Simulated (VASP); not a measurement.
# WSe2 (Fm-3m) in VASP: single point with PBE

Aim: the single point of WSe2 with PBE.

All numbers are computed with VASP 6.6.1; they aren't measurements. Logs are shortened: lines on timing, memory, paths and dates and some standing lists are left out, and cuts for length are marked.

## 1. The cell of the first run

It takes space group Fm-3m (No. 225, cubic). The conventional cell has a = 6.185 Å, b = 6.185 Å, c = 6.185 Å, α = 90.00°, β = 90.00°, γ = 90.00°. W (site symmetry m-3m) has 8 Se at 2.68 Å within 3.5 Å. Within 3.5 Å of Se (site symmetry -43m) lie 4 W at 2.68 Å and 6 Se at 3.09 Å.

## 2. Single point, PBE

The input, INCAR:

```
SYSTEM = WSe2
PREC     = Accurate       ! precision mode
ENCUT    = 520            ! plane-wave cutoff, eV
EDIFF    = 1E-6           ! SCF threshold, eV
ISMEAR   = -1             ! smearing method
SIGMA    = 0.02           ! smearing width, eV
LREAL    = .False.        ! projectors in reciprocal space
LASPH    = .True.         ! aspherical terms in the spheres
NELM     = 60             ! most SCF steps
ALGO     = Normal         ! electronic algorithm
ISIF     = 2              ! what is computed and relaxed
LWAVE    = .False.        ! write WAVECAR
LCHARG   = .True.         ! write CHGCAR
GGA      = PE             ! functional
LELF     = .True.         ! ELF
LVHAR    = .True.       
NBANDS   = 20             ! bands
```

The input, KPOINTS:

```
regular mesh
0
Gamma
  6 6 6
  0 0 0
```

The input, POSCAR:

```
WSe2
1.0
    0.0000000000      3.0924832564      3.0924832564
    3.0924832564      0.0000000000      3.0924832564
    3.0924832564      3.0924832564      0.0000000000
W Se
1 2
Direct
    0.0000000000      0.0000000000      0.0000000000
    0.2500000000      0.2500000000      0.2500000000
    0.7500000000      0.7500000000      0.7500000000
```

Potentials or basis: VASP PAW PBE potentials, release 64 (W_sv, Se).

Command:

```console
$ cat potpaw_PBE.64/W_sv/POTCAR potpaw_PBE.64/Se/POTCAR > POTCAR
$ mpirun -np 1 vasp_std > vasp.out
```

OUTCAR:

```text
SYSTEM = WSe2
   PREC = Accurate
   ENCUT = 520
   EDIFF = 1E-6
   ISMEAR = -1
   LREAL = .False.
   LASPH = .True.
   NELM = 60
   ISIF = 2
   GGA = PE

 ion  position               nearest neighbor table
   1  0.000  0.000  0.000-   2 2.68   3 2.68   3 2.68   3 2.68   3 2.68   2 2.68   2 2.68   2 2.68

   2  0.250  0.250  0.250-   1 2.68   1 2.68   1 2.68   1 2.68
   3  0.750  0.750  0.750-   1 2.68   1 2.68   1 2.68   1 2.68

  LATTYP: Found a face centered cubic cell.
 ALAT       =     6.1849665128

  Lattice vectors:

 A1 = (   0.0000000000,   3.0924832564,   3.0924832564)
 A2 = (   3.0924832564,   0.0000000000,   3.0924832564)
 A3 = (   3.0924832564,   3.0924832564,   0.0000000000)

Analysis of symmetry for initial positions (statically):
=====================================================================
 Subroutine PRICEL returns:
 Original cell was already a primitive cell.

 Routine SETGRP: Setting up the symmetry group for a
 face centered cubic supercell.

 Subroutine GETGRP returns: Found 48 space group operations
 (whereof 48 operations were pure point group operations)
 out of a pool of 48 trial point group operations.

The static configuration has the point symmetry O_h .

Analysis of symmetry for dynamics (positions and initial velocities):
=====================================================================
 Subroutine PRICEL returns:
 Original cell was already a primitive cell.

 Routine SETGRP: Setting up the symmetry group for a
 face centered cubic supercell.

 Subroutine GETGRP returns: Found 48 space group operations
 (whereof 48 operations were pure point group operations)
 out of a pool of 48 trial point group operations.

The dynamic configuration has the point symmetry O_h .

 Subroutine INISYM returns: Found 48 space group operations
 (whereof 48 operations are pure point group operations),
 and found     1 'primitive' translations

----------------------------------------------------------------------------------------

                                     Primitive cell

  volume of cell :      59.1496

  direct lattice vectors                    reciprocal lattice vectors
     0.000000000  3.092483256  3.092483256    -0.161682363  0.161682363  0.161682363
     3.092483256  0.000000000  3.092483256     0.161682363 -0.161682363  0.161682363
     3.092483256  3.092483256  0.000000000     0.161682363  0.161682363 -0.161682363

  length of vectors
     4.373431763  4.373431763  4.373431763     0.280042067  0.280042067  0.280042067

  position of ions in fractional coordinates (direct lattice)
     0.000000000  0.000000000  0.000000000
     0.250000000  0.250000000  0.250000000
     0.750000000  0.750000000  0.750000000

  ion indices of the primitive-cell ions
   primitive index   ion index
                 1           1
                 2           2
                 3           3

----------------------------------------------------------------------------------------

 KPOINTS: regular mesh

Automatic generation of k-mesh.
 Grid dimensions read from file:
 generate k-points for:    6    6    6

 Generating k-lattice:

  Cartesian coordinates                     Fractional coordinates (reciprocal lattice)
    -0.026947060  0.026947060  0.026947060     0.166666667  0.000000000  0.000000000
     0.026947060 -0.026947060  0.026947060     0.000000000  0.166666667  0.000000000
     0.026947060  0.026947060 -0.026947060     0.000000000  0.000000000  0.166666667

  Length of vectors
     0.046673678  0.046673678  0.046673678

  Shift w.r.t. Gamma in fractional coordinates (k-lattice)
     0.000000000  0.000000000  0.000000000

 Subroutine IBZKPT returns following result:
 ===========================================

 Found     16 irreducible k-points:

 Following reciprocal coordinates:
            Coordinates               Weight
  0.000000  0.000000  0.000000      1.000000
  0.166667  0.000000  0.000000      8.000000
  0.333333  0.000000  0.000000      8.000000
  0.500000  0.000000  0.000000      4.000000
  0.166667  0.166667  0.000000      6.000000
  0.333333  0.166667  0.000000     24.000000
[... 8 lines left out ...]
 -0.333333  0.333333  0.166667     24.000000
 -0.333333  0.500000  0.166667     12.000000
   k-points           NKPTS =     16   k-points in BZ     NKDIM =     16   number of bands    NBANDS=     20
   number of dos      NEDOS =    301   number of ions     NIONS =      3
   total plane-waves  NPLWV =  46656
   dimension x,y,z NGX =    36 NGY =   36 NGZ =   36
   dimension x,y,z NGXF=    72 NGYF=   72 NGZF=   72
   ions per type =               1   2
   NGX,Y,Z   is equivalent  to a cutoff of  13.68, 13.68, 13.68 a.u.
   NGXF,Y,Z  is equivalent  to a cutoff of  27.37, 27.37, 27.37 a.u.
 SYSTEM =  WSe2
   PREC   = accura    normal or accurate (medium, high low for compatibility)
   ISTART =      0    job   : 0-new  1-cont  2-samecut
   ICHARG =      2    charge: 1-file 2-atom 10-const
   ISPIN  =      1    spin polarized calculation?
   LNONCOLLINEAR =      F non collinear calculations
   LSORBIT =      F    spin-orbit coupling
   LASPH  =      T    aspherical Exc in radial PAW
   ENCUT  =  520.0 eV  38.22 Ry    6.18 a.u.   8.13  8.13  8.13*2*pi/ulx,y,z
   NELM   =     60;   NELMIN=  2; NELMDL= -5     # of ELM steps
   EDIFF  = 0.1E-05   stopping-criterion for ELM
   LREAL  =      F    real-space projection
   EDIFFG = 0.1E-04   stopping-criterion for IOM
   NSW    =      0    number of steps for IOM
   IBRION =     -1    ionic relax: 0-MD 1-quasi-New 2-CG
   NFREE  =      0    steps in history (QN), initial steepest desc. (CG)
   ISIF   =      2    stress and relaxation
   ISYM   =      2    0-nonsym 1-usesym 2-fastsym
   POTIM  = 0.5000    time-step for ionic-motion
   TEBEG  =    0.0;   TEEND  =   0.0 temperature during run
   PSTRESS=    0.0 pullay stress
   NELECT =      26.0000    total number of electrons
   NUPDOWN=      -1.0000    fix difference up-down
   EMIN   =  10.00;   EMAX   =-10.00  energy-range for DOS
   EFERMI =   0.00;   METHOD = LEGACY
   ISMEAR =    -1;   SIGMA  =   0.02  broadening in eV -4-tet -1-fermi 0-gaus
   EFERMI_NEDOS =   21; number of points for ismear=-14 and -15
   IALGO  =     38    algorithm
   IMIX   =      4    mixing-type and parameters
     AMIX     =   0.40;   BMIX     =  1.00
     AMIX_MAG =   1.60;   BMIX_MAG =  1.00
  volume/ion in A,a.u.               =      19.72       133.05
  Fermi-wavevector in a.u.,A,eV,Ry     =   1.244749  2.352235 21.080881  1.549401
  Thomas-Fermi vector in A             =   2.379002
   LORBIT       =      0    0 simple, 1 ext, 2 COOP (PROOUT), +10 PAW based schemes
   GGA     = PE    functional components
   LHFCALC =     F    Hartree Fock is set to
   AEXX    =    0.0000 exact exchange contribution
   IVDW    =     0    specifies the selected vdW correction
   LEPSILON=     F    determine dielectric tensor
   LRPA    =     F    only Hartree local field effects (RPA)
 non-spin polarized calculation
  energy-cutoff  :      520.00
  volume of cell :       59.15
 maximum number of plane-waves:      1639
 NGX is ok and might be reduce to    36
   NGX = 17   NGY = 17   NGZ = 17

 number of electron      26.0000000 magnetization

 Free energy of the ion-electron system (eV)
  ---------------------------------------------------
  ext. energy  EPLUGINS =         0.00000000
  ---------------------------------------------------
  free energy    TOTEN  =       -19.20367008 eV

  energy without entropy =      -19.19610724  energy(sigma->0) =      -19.19988866

 E-fermi :   6.7985     XC(G=0): -10.9863

 val. band max:        6.7845732958   @ k =   0.1667   0.1667   0.0000
 cond. band min:       6.8146855560   @ k =   0.3333   0.0000   0.0000
 fundamental gap:      0.0301122601
 Fermi energy:         6.7985293346

 k-point     1 :       0.0000    0.0000    0.0000
  band No.  band energies     occupation
      1     -67.3902      2.00000
      2     -31.5884      2.00000
      3     -31.5884      2.00000
      4     -31.5884      2.00000
      5      -8.8136      2.00000
      6      -4.5598      2.00000
[... 12 lines left out ...]
     19      11.2303      0.00000
     20      11.2303      0.00000

 k-point     2 :       0.1667    0.0000    0.0000
  band No.  band energies     occupation
      1     -67.3901      2.00000
      2     -31.5925      2.00000
      3     -31.5890      2.00000
      4     -31.5890      2.00000
      5      -8.5544      2.00000
      6      -5.0206      2.00000
[... 12 lines left out ...]
     19      12.5012      0.00000
     20      12.5012      0.00000

 k-point     3 :       0.3333    0.0000    0.0000
  band No.  band energies     occupation
      1     -67.3901      2.00000
      2     -31.6006      2.00000
      3     -31.5903      2.00000
      4     -31.5903      2.00000
      5      -7.8650      2.00000
      6      -5.9152      2.00000
[... 12 lines left out ...]
     19      14.1899      0.00000
     20      14.1899      0.00000

 k-point     4 :       0.5000    0.0000    0.0000
  band No.  band energies     occupation
      1     -67.3900      2.00000
      2     -31.6047      2.00000
      3     -31.5909      2.00000
      4     -31.5909      2.00000
      5      -7.1492      2.00000
      6      -6.6644      2.00000
[... 12 lines left out ...]
     19      13.8158      0.00000
     20      15.3999      0.00000

 k-point     5 :       0.1667    0.1667    0.0000
  band No.  band energies     occupation
      1     -67.3901      2.00000
      2     -31.5926      2.00000
      3     -31.5898      2.00000
      4     -31.5898      2.00000
      5      -8.4696      2.00000
      6      -5.1181      2.00000
[... 12 lines left out ...]
     19      12.5184      0.00000
     20      13.8292      0.00000
[... 169 lines left out ...]
      6      -6.2208      2.00000
[... 12 lines left out ...]
     19      14.1530      0.00000
     20      14.5081      0.00000

 k-point    14 :       0.5000    0.3333    0.1667
  band No.  band energies     occupation
      1     -67.3900      2.00000
      2     -31.6010      2.00000
      3     -31.5951      2.00000
      4     -31.5921      2.00000
      5      -7.3700      2.00000
      6      -6.1883      2.00000
[... 12 lines left out ...]
     19      13.9283      0.00000
     20      16.1858      0.00000

 k-point    15 :      -0.3333    0.3333    0.1667
  band No.  band energies     occupation
      1     -67.3900      2.00000
      2     -31.6013      2.00000
      3     -31.5975      2.00000
      4     -31.5929      2.00000
      5      -6.7943      2.00000
      6      -6.6606      2.00000
[... 12 lines left out ...]
     19      13.5952      0.00000
     20      16.1432      0.00000

 k-point    16 :      -0.3333    0.5000    0.1667
  band No.  band energies     occupation
      1     -67.3900      2.00000
      2     -31.6025      2.00000
      3     -31.5969      2.00000
      4     -31.5942      2.00000
      5      -6.8463      2.00000
      6      -6.4528      2.00000
[... 12 lines left out ...]
     19      14.0086      0.00000
     20      14.8494      0.00000

------------------------ aborting loop because EDIFF is reached ----------------------------------------

  FORCE on cell =-STRESS in cart. coord.  units (eV):
  Direction    XX          YY          ZZ          XY          YZ          ZX
  --------------------------------------------------------------------------------------
  -------------------------------------------------------------------------------------
  Total        0.6973814      0.6973814      0.6973814      0.0000000     -0.0000000      0.0000000
  in kB       18.8898662     18.8898662     18.8898662      0.0000000     -0.0000000      0.0000000
  external PRESSURE =      18.8898662 kB  Pullay stress =       0.0000000 kB

 VOLUME and BASIS-vectors are now :
 -----------------------------------------------------------------------------
  energy-cutoff  :      520.00
  volume of cell :       59.15
      direct lattice vectors                 reciprocal lattice vectors
     0.000000000  3.092483256  3.092483256    -0.161682363  0.161682363  0.161682363
     3.092483256  0.000000000  3.092483256     0.161682363 -0.161682363  0.161682363
     3.092483256  3.092483256  0.000000000     0.161682363  0.161682363 -0.161682363

 POSITION                                       TOTAL-FORCE (eV/Angst)
 -----------------------------------------------------------------------------------
      0.00000      0.00000      0.00000        -0.000000     -0.000000     -0.000000
      1.54624      1.54624      1.54624         0.000000     -0.000000     -0.000000
      4.63872      4.63872      4.63872        -0.000000      0.000000      0.000000
 -----------------------------------------------------------------------------------
    total drift:                               -0.000000      0.000000      0.000000

  FREE ENERGIE OF THE ION-ELECTRON SYSTEM (eV)
  ---------------------------------------------------
  free  energy   TOTEN  =       -19.2036700825 eV

  energy  without entropy=      -19.1961072406  energy(sigma->0) =      -19.19988866
```

Wall time 51 s (1 thread of AMD EPYC 7R13, shared host); peak memory 0.17 GiB.

Results:

```
Free energy            : -19.2037 eV
Pressure               : 1.9 GPa
Band gap on the k mesh : zero (band 13 reaches 7.11 eV, above the bottom of band 14 at 6.39 eV)
```

Caveat: spin-orbit coupling is left out, which moves the levels of the heavy elements.
